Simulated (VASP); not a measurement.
A run of VASP 6.6.1 is set up as follows.

File INCAR:

```
PREC     = Accurate       # precision mode
ENCUT    = 520            # plane-wave cutoff, eV
EDIFF    = 1E-6           # SCF threshold, eV
ISMEAR   = 0              # smearing method
SIGMA    = 0.1            # smearing width, eV
LREAL    = F              # projectors in reciprocal space
LASPH    = T              # aspherical terms in the spheres
NELM     = 80             # most SCF steps
ALGO     = Normal         # electronic algorithm
ISIF     = 2              # what is computed and relaxed
LWAVE    = F              # write WAVECAR
LCHARG   = F              # write CHGCAR
GGA      = PE             # functional
NBANDS   = 10             # bands
```

File KPOINTS:

```
regular mesh
0
Gamma
  16 16 16
```

Contents of POSCAR:

```
BeSb
1.0
    3.6626964948      0.0000000000      0.0000000000
    0.0000000000      3.6626964948      0.0000000000
    0.0000000000      0.0000000000      3.0109275840
Be Sb
1 1
Direct
    0.5000000000      0.5000000000      0.7500391494
    0.0000000000      0.0000000000      0.7499608506
```

Potentials or basis: VASP PAW PBE potentials, release 64 (Be, Sb).

Launch:

```console
$ cat potpaw_PBE.64/Be/POTCAR potpaw_PBE.64/Sb/POTCAR > POTCAR
$ mpirun -np 1 vasp_std > vasp.out
```

Task: Predict the pressure.

Result: 0.2 GPa.

Task: Estimate the band gap on the k mesh.

Result: Zero (an odd number of electrons rules out a gap without spin polarisation).

Stress tensor (GPa, compression positive):
```
0.23 0.00 0.00
0.00 0.23 0.00
0.00 0.00 0.00
```

Caveat: spin-orbit coupling is left out, which moves the levels of the heavy elements.
